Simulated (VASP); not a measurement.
Wanted: the native input for a VASP 6.6.1 run.

| Item | Value |
| --- | --- |
| Task | single point |
| Functional | LDA |
| Potentials or basis | VASP PAW LDA potentials, release 64 (Cd) |
| Cutoff | 520 eV |
| k mesh | 10 × 10 × 10 |
| Occupations | tetrahedron |
| Spin | collinear spin, zero start |
| Starting moments | [0.0] μB |
| Dipole correction | no |
| Further INCAR settings | ALGO = Normal; EDIFF = 1e-06; NBANDS = 16 |

The structure of Cd lies in POSCAR:

```
Cd
1.0
    1.6080291515      0.9283960635      2.4492874100
   -1.6080291515      0.9283960635      2.4492874100
    0.0000000000     -1.8567921270      2.4492874100
Cd
1
Direct
    0.0000000000      0.0000000000      0.0000000000
```

The input as run:

INCAR

```
  PREC = Accurate
  ENCUT = 520
  EDIFF = 1E-6
  ISMEAR = -4
  SIGMA = 0.05
  LREAL = False
  LASPH = True
  NELM = 150
  ALGO = Normal
  ISIF = 2
  LWAVE = False
  LCHARG = False
  ISPIN = 2
  MAGMOM = 0
  LORBIT = 11
  GGA = CA
  NBANDS = 16
```

KPOINTS

```
regular mesh
0
Gamma
  10 10 10
```

Potentials or basis: VASP PAW LDA potentials, release 64 (Cd).

Command:

```console
$ cat potpaw_LDA.64/Cd/POTCAR > POTCAR
$ mpirun -np 1 vasp_std > vasp.out
```

It gave:

| Item | Value |
| --- | --- |
| Pressure | -4.4 GPa |
| Band gap on the k mesh | zero (filled and empty bands overlap) |
| Net moment | 0.00 μB per cell |
| Valence electrons inside the program's atomic spheres | Cd 10.30 |

Run time: 31 s on 1 thread of Intel Xeon 6975P-C, on a shared host, peak memory 0.18 GiB.
